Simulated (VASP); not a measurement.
Runs of VASP 6.6.1 on Ru. The structure is that of space group Pm-3m (No. 221), or close to it. The cells are those of the table. 

```tsv
task	cell	k mesh	cutoff (eV)	gap on the mesh (eV)	pressure (GPa)
single point	a = 2.332 Å, 1 atom	15 × 15 × 15	520	none	83.6
relaxation of cell and atoms	relaxed from a = 2.459 Å, 1 atom	15 × 15 × 15	600	none	0.0
single point	a = 2.425 Å, 1 atom	15 × 15 × 15, shifted	520	none	30.0
single point	a = 2.119 Å, 1 atom	15 × 15 × 15	520	none	(a)
single point	a = 2.425 Å, 1 atom	15 × 15 × 15	520	none	30.0
single point	a = 2.512 Å, 1 atom	15 × 15 × 15	520	none	0.1
```

Alike in all rows: level PBE; potentials or basis VASP PAW PBE potentials, release 64 (Ru_pv); no spin polarisation; smearing fermi-dirac 0.1 eV.

Task: Estimate the missing entries.

Result: (a) 370.8.

A k mesh can miss the band edges, and the runs leave out spin-orbit coupling on Ru.

A gap of «none» marks levels without a gap at the run's occupations.
